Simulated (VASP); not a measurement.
# ZnS (P6_3mc) in VASP: notebook

The runs below take ZnS through single point, with r2SCAN.

Program: VASP 6.6.1. These are calculated values, not measurements. Logs are shortened: lines on timing, memory, paths and dates and some standing lists are left out, and cuts for length are marked.

## 1. The cell of the first run

It takes space group P6_3mc (No. 186, hexagonal). Conventional cell: a = 3.823 Å, b = 3.823 Å, c = 6.261 Å, α = 90.00°, β = 90.00°, γ = 120.00°. Within 3.1 Å of Zn (site symmetry 3m) lie 4 S at 2.34 to 2.35 Å. S (site symmetry 3m) has 4 Zn at 2.34 to 2.35 Å within 3.1 Å.

## 2. Single point, r2SCAN

Contents of POSCAR:

```
ZnS
1.0
    3.8230000000      0.0000000000      0.0000000000
   -1.9115000000      3.3108151187      0.0000000000
    0.0000000000      0.0000000000      6.2610000000
Zn S
2 2
Direct
    0.3333333333      0.6666666667      0.0000000000
    0.6666666667      0.3333333333      0.5000000000
    0.3333333333      0.6666666667      0.3750000000
    0.6666666667      0.3333333333      0.8750000000
```

Contents of INCAR.step1:

```
SYSTEM = ZnS
  PREC = Accurate
  ENCUT = 520
  ISMEAR = 0
  SIGMA = 0.1
  LREAL = .False.
  LASPH = .True.
  NELM = 80
  NBANDS = 26
  GGA = PE
  ALGO = Normal
  EDIFF = 1E-4
  LWAVE = .True.
  LCHARG = .False.
```

Contents of INCAR.step2:

```
SYSTEM = ZnS
  PREC = Accurate
  ENCUT = 520
  EDIFF = 1E-7
  ISMEAR = 0
  SIGMA = 0.1
  LREAL = .False.
  LASPH = .True.
  NELM = 80
  ALGO = Normal
  ISIF = 2
  LWAVE = .False.
  LCHARG = .True.
  METAGGA = R2SCAN
  LMIXTAU = .True.
  LELF = .True.
  LVHAR = .True.
  NBANDS = 26
  ISTART = 1
```

Contents of KPOINTS:

```
Automatic mesh
0
Gamma
  6 6 4
  0 0 0
```

Potentials or basis: VASP PAW PBE potentials, release 64 (Zn, S).

Command:

```
> cat potpaw_PBE.64/Zn/POTCAR potpaw_PBE.64/S/POTCAR > POTCAR
> cp INCAR.step1 INCAR
> mpirun -np 1 vasp_std > vasp.out
> cp INCAR.step2 INCAR
> mpirun -np 1 vasp_std > vasp.out
```

OUTCAR:

```text
SYSTEM = ZnS
   PREC = Accurate
   ENCUT = 520
   EDIFF = 1E-7
   ISMEAR = 0
   LREAL = .False.
   LASPH = .True.
   NELM = 80
   ISIF = 2
   METAGGA = R2SCAN
   ISTART = 1

 ion  position               nearest neighbor table
   1  0.333  0.667  0.000-   4 2.34   4 2.34   4 2.34   3 2.35
   2  0.667  0.333  0.500-   3 2.34   3 2.34   3 2.34   4 2.35
   3  0.333  0.667  0.375-   2 2.34   2 2.34   2 2.34   1 2.35
   4  0.667  0.333  0.875-   1 2.34   1 2.34   1 2.34   2 2.35

  LATTYP: Found a hexagonal cell.
 ALAT       =     3.8230000000
 C/A-ratio  =     1.6377190688

  Lattice vectors:

 A1 = (   3.8230000000,   0.0000000000,   0.0000000000)
 A2 = (  -1.9115000000,   3.3108151187,   0.0000000000)
 A3 = (   0.0000000000,   0.0000000000,   6.2610000000)

Analysis of symmetry for initial positions (statically):
=====================================================================
 Subroutine PRICEL returns:
 Original cell was already a primitive cell.

 Routine SETGRP: Setting up the symmetry group for a
 hexagonal supercell.

 Subroutine GETGRP returns: Found 12 space group operations
 (whereof  6 operations were pure point group operations)
 out of a pool of 24 trial point group operations.

The static configuration has the point symmetry C_3v.
 The point group associated with its full space group is C_6v.

Analysis of symmetry for dynamics (positions and initial velocities):
=====================================================================
 Subroutine PRICEL returns:
 Original cell was already a primitive cell.

 Routine SETGRP: Setting up the symmetry group for a
 hexagonal supercell.

 Subroutine GETGRP returns: Found 12 space group operations
 (whereof  6 operations were pure point group operations)
 out of a pool of 24 trial point group operations.

The dynamic configuration has the point symmetry C_3v.
 The point group associated with its full space group is C_6v.

 Subroutine INISYM returns: Found 12 space group operations
 (whereof  6 operations are pure point group operations),
 and found     1 'primitive' translations

----------------------------------------------------------------------------------------

                                     Primitive cell

  volume of cell :      79.2470

  direct lattice vectors                    reciprocal lattice vectors
     3.823000000  0.000000000  0.000000000     0.261574680  0.151020212  0.000000000
    -1.911500000  3.310815119  0.000000000     0.000000000  0.302040423  0.000000000
     0.000000000  0.000000000  6.261000000     0.000000000  0.000000000  0.159718895

  length of vectors
     3.823000000  3.823000000  6.261000000     0.302040423  0.302040423  0.159718895

  position of ions in fractional coordinates (direct lattice)
     0.333333333  0.666666667  0.000000000
     0.666666667  0.333333333  0.500000000
     0.333333333  0.666666667  0.375000000
     0.666666667  0.333333333  0.875000000

  ion indices of the primitive-cell ions
   primitive index   ion index
                 1           1
                 2           2
                 3           3
                 4           4

----------------------------------------------------------------------------------------

 KPOINTS: Automatic mesh

Automatic generation of k-mesh.
 Grid dimensions read from file:
 generate k-points for:    6    6    4

 Generating k-lattice:

  Cartesian coordinates                     Fractional coordinates (reciprocal lattice)
     0.043595780  0.025170035  0.000000000     0.166666667  0.000000000  0.000000000
     0.000000000  0.050340071  0.000000000     0.000000000  0.166666667  0.000000000
     0.000000000  0.000000000  0.039929724     0.000000000  0.000000000  0.250000000

  Length of vectors
     0.050340071  0.050340071  0.039929724

  Shift w.r.t. Gamma in fractional coordinates (k-lattice)
     0.000000000  0.000000000  0.000000000

 Subroutine IBZKPT returns following result:
 ===========================================

 Found     21 irreducible k-points:

 Following reciprocal coordinates:
            Coordinates               Weight
  0.000000  0.000000  0.000000      1.000000
  0.166667 -0.000000  0.000000      6.000000
  0.333333  0.000000  0.000000      6.000000
  0.500000 -0.000000  0.000000      3.000000
  0.166667  0.166667  0.000000      6.000000
  0.333333  0.166667  0.000000     12.000000
[... 13 lines left out ...]
  0.333333  0.166667  0.500000     12.000000
  0.333333  0.333333  0.500000      2.000000
   k-points           NKPTS =     21   k-points in BZ     NKDIM =     21   number of bands    NBANDS=     26
   number of dos      NEDOS =    301   number of ions     NIONS =      4
   total plane-waves  NPLWV =  37632
   dimension x,y,z NGX =    28 NGY =   28 NGZ =   48
   dimension x,y,z NGXF=    56 NGYF=   56 NGZF=   96
   ions per type =               2   2
   NGX,Y,Z   is equivalent  to a cutoff of  12.18, 12.18, 12.75 a.u.
   NGXF,Y,Z  is equivalent  to a cutoff of  24.35, 24.35, 25.49 a.u.
 SYSTEM =  ZnS
   PREC   = accura    normal or accurate (medium, high low for compatibility)
   ISTART =      1    job   : 0-new  1-cont  2-samecut
   ICHARG =      0    charge: 1-file 2-atom 10-const
   ISPIN  =      1    spin polarized calculation?
   LNONCOLLINEAR =      F non collinear calculations
   LSORBIT =      F    spin-orbit coupling
   LASPH  =      T    aspherical Exc in radial PAW
   ENCUT  =  520.0 eV  38.22 Ry    6.18 a.u.   7.11  7.11 11.64*2*pi/ulx,y,z
   NELM   =     80;   NELMIN=  2; NELMDL=  0     # of ELM steps
   EDIFF  = 0.1E-06   stopping-criterion for ELM
   LREAL  =      F    real-space projection
   EDIFFG = 0.1E-05   stopping-criterion for IOM
   NSW    =      0    number of steps for IOM
   IBRION =     -1    ionic relax: 0-MD 1-quasi-New 2-CG
   NFREE  =      0    steps in history (QN), initial steepest desc. (CG)
   ISIF   =      2    stress and relaxation
   ISYM   =      2    0-nonsym 1-usesym 2-fastsym
   POTIM  = 0.5000    time-step for ionic-motion
   TEBEG  =    0.0;   TEEND  =   0.0 temperature during run
   PSTRESS=    0.0 pullay stress
   NELECT =      36.0000    total number of electrons
   NUPDOWN=      -1.0000    fix difference up-down
   EMIN   =  10.00;   EMAX   =-10.00  energy-range for DOS
   EFERMI =   0.00;   METHOD = LEGACY
   ISMEAR =     0;   SIGMA  =   0.10  broadening in eV -4-tet -1-fermi 0-gaus
   EFERMI_NEDOS =   21; number of points for ismear=-14 and -15
   IALGO  =     38    algorithm
   IMIX   =      4    mixing-type and parameters
     AMIX     =   0.40;   BMIX     =  1.00
     AMIX_MAG =   1.60;   BMIX_MAG =  1.00
  volume/ion in A,a.u.               =      19.81       133.70
  Fermi-wavevector in a.u.,A,eV,Ry     =   1.258485  2.378192 21.548694  1.583784
  Thomas-Fermi vector in A             =   2.392092
   LORBIT       =      0    0 simple, 1 ext, 2 COOP (PROOUT), +10 PAW based schemes
   METAGGA = R2SCAN    functional components
   LHFCALC =     F    Hartree Fock is set to
   AEXX    =    0.0000 exact exchange contribution
   IVDW    =     0    specifies the selected vdW correction
   LEPSILON=     F    determine dielectric tensor
   LRPA    =     F    only Hartree local field effects (RPA)
 non-spin polarized calculation
 Gauss-broadening in eV      SIGMA  =   0.10
  energy-cutoff  :      520.00
  volume of cell :       79.25
 maximum number of plane-waves:      2156
   NGX = 15   NGY = 15   NGZ = 23

 number of electron      35.9999987 magnetization

 Free energy of the ion-electron system (eV)
  ---------------------------------------------------
  ext. energy  EPLUGINS =         0.00000000
  ---------------------------------------------------
  free energy    TOTEN  =       -37.71881894 eV

  energy without entropy =      -37.71881894  energy(sigma->0) =      -37.71881894

 E-fermi :   2.2966     XC(G=0): -10.2548

 val. band max:        1.8074188715   @ k =   0.0000   0.0000   0.0000
 cond. band min:       4.5471455387   @ k =   0.0000   0.0000   0.0000
 fundamental gap:      2.7397266672
 Fermi energy:         2.2965900412

 k-point     1 :       0.0000    0.0000    0.0000
  band No.  band energies     occupation
      1     -11.8587      2.00000
      2     -10.9166      2.00000
      3      -4.6749      2.00000
      4      -4.6649      2.00000
      5      -4.6649      2.00000
      6      -4.5768      2.00000
[... 18 lines left out ...]
     25      10.0361      0.00000
     26      11.6286      0.00000

 k-point     2 :       0.1667   -0.0000    0.0000
  band No.  band energies     occupation
      1     -11.6744      2.00000
      2     -10.8173      2.00000
      3      -4.6740      2.00000
      4      -4.6363      2.00000
      5      -4.6289      2.00000
      6      -4.5498      2.00000
[... 18 lines left out ...]
     25      10.5458      0.00000
     26      10.8733      0.00000

 k-point     3 :       0.3333    0.0000    0.0000
  band No.  band energies     occupation
      1     -11.2334      2.00000
      2     -10.6405      2.00000
      3      -4.6542      2.00000
      4      -4.5708      2.00000
      5      -4.5666      2.00000
      6      -4.4192      2.00000
[... 18 lines left out ...]
     25      11.0106      0.00000
     26      12.1658      0.00000

 k-point     4 :       0.5000   -0.0000    0.0000
  band No.  band energies     occupation
      1     -10.9302      2.00000
      2     -10.6045      2.00000
      3      -4.6395      2.00000
      4      -4.5510      2.00000
      5      -4.4066      2.00000
      6      -4.3887      2.00000
[... 18 lines left out ...]
     25      11.4037      0.00000
     26      13.9852      0.00000
[... 409 lines left out ...]
      1     -11.0319      2.00000
      2     -11.0319      2.00000
      3      -4.6313      2.00000
      4      -4.6313      2.00000
      5      -4.5330      2.00000
      6      -4.5330      2.00000
[... 18 lines left out ...]
     25      10.7400      0.00000
     26      10.7400      0.00000

 k-point    20 :       0.3333    0.1667    0.5000
  band No.  band energies     occupation
      1     -10.7630      2.00000
      2     -10.7630      2.00000
      3      -4.5895      2.00000
      4      -4.5895      2.00000
      5      -4.4634      2.00000
      6      -4.4634      2.00000
[... 18 lines left out ...]
     25      11.4851      0.00000
     26      11.4851      0.00000

 k-point    21 :       0.3333    0.3333    0.5000
  band No.  band energies     occupation
      1     -10.6708      2.00000
      2     -10.6708      2.00000
      3      -4.5188      2.00000
      4      -4.5188      2.00000
      5      -4.4882      2.00000
      6      -4.4882      2.00000
[... 18 lines left out ...]
     25      12.0448      0.00000
     26      12.0448      0.00000

------------------------ aborting loop because EDIFF is reached ----------------------------------------

  FORCE on cell =-STRESS in cart. coord.  units (eV):
  Direction    XX          YY          ZZ          XY          YZ          ZX
  --------------------------------------------------------------------------------------
  -------------------------------------------------------------------------------------
  Total       -0.4099439     -0.4099439     -0.3826899      0.0000000      0.0000000      0.0000000
  in kB       -8.2880450     -8.2880450     -7.7370374      0.0000000      0.0000000      0.0000000
  external PRESSURE =      -8.1043758 kB  Pullay stress =       0.0000000 kB

 VOLUME and BASIS-vectors are now :
 -----------------------------------------------------------------------------
  energy-cutoff  :      520.00
  volume of cell :       79.25
      direct lattice vectors                 reciprocal lattice vectors
     3.823000000  0.000000000  0.000000000     0.261574680  0.151020212  0.000000000
    -1.911500000  3.310815119  0.000000000     0.000000000  0.302040423  0.000000000
     0.000000000  0.000000000  6.261000000     0.000000000  0.000000000  0.159718895

 POSITION                                       TOTAL-FORCE (eV/Angst)
 -----------------------------------------------------------------------------------
     -0.00000      2.20721      0.00000        -0.000000     -0.000000      0.007169
      1.91150      1.10361      3.13050         0.000000      0.000000      0.007169
     -0.00000      2.20721      2.34788         0.000000     -0.000000     -0.007169
      1.91150      1.10361      5.47837         0.000000     -0.000000     -0.007169
 -----------------------------------------------------------------------------------
    total drift:                               -0.000000      0.000000     -0.023054

  FREE ENERGIE OF THE ION-ELECTRON SYSTEM (eV)
  ---------------------------------------------------
  free  energy   TOTEN  =       -37.7188189441 eV

  energy  without entropy=      -37.7188189441  energy(sigma->0) =      -37.71881894
```

Wall time 83 s (1 thread of Intel Xeon 6975P-C (Granite Rapids), shared host); peak memory 0.2 GiB.

Results:

| Item | Value |
| --- | --- |
| Free energy | -37.7188 eV |
| Pressure | -0.8 GPa |
| Largest force | 0.007 eV/Å |
| Band gap on the k mesh | 2.74 eV |

Forces in eV/Å, atoms in the order of the input:
```
Zn   0.000  0.000  0.007
Zn   0.000  0.000  0.007
S    0.000  0.000 -0.007
S    0.000  0.000 -0.007
```

Levels at points of the mesh, in eV from the valence-band top:
```csv
k point,band 16,band 17,band 18,band 19,band 20,band 21
"(0.00, 0.00, 0.00)",-0.07,0.00,0.00,2.74,3.58,6.80
"(0.50, 0.00, 0.00)",-2.27,-1.68,-0.90,4.05,4.75,5.47
"(0.00, 0.00, 0.50)",-0.47,-0.47,-0.47,4.07,4.07,7.26
"(0.50, 0.00, 0.50)",-1.64,-1.63,-1.63,3.97,3.97,5.66
```

Caveat: the PAW data sets were made with another functional, which shifts forces and pressure a little.

(Continued in part 2 of 2.)
